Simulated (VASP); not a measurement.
Here is a VASP 6.6.1 calculation.

INCAR

```
ALGO = Normal ; EDIFF = 1E-6
ENCUT = 500 ; GGA = PE
GGA_COMPAT = F ; ISIF = 2
ISMEAR = -1 ; LASPH = T
LCHARG = F ; LREAL = F
LWAVE = F ; NBANDS = 8
NELM = 120 ; PREC = Accurate
SIGMA = 0.1
```

KPOINTS

```
k-points
0
Gamma
  17 17 17
```

Contents of POSCAR:

```
Si
1.0
   -1.6269100000      1.6269100000      1.3599399000
    1.6269100000     -1.6269100000      1.3599399000
    1.6269100000      1.6269100000     -1.3599399000
Si
1
Direct
    0.0000000000      0.0000000000      0.0000000000
```

Potentials or basis: VASP PAW PBE potentials, release 64 (Si).

Command:

```console
$ cat potpaw_PBE.64/Si/POTCAR > POTCAR
$ mpirun -np 1 vasp_std > vasp.out
```

**Question.** Estimate the band gap on the k mesh.

**Answer.** Zero (bands 2 and 3 overlap by 13.43 eV).

**Question.** Estimate the pressure.

**Answer.** 0.5 GPa.

Stress tensor (GPa, compression positive):
```
 1.15  0.00  0.00
 0.00  1.15  0.00
 0.00  0.00 -0.72
```
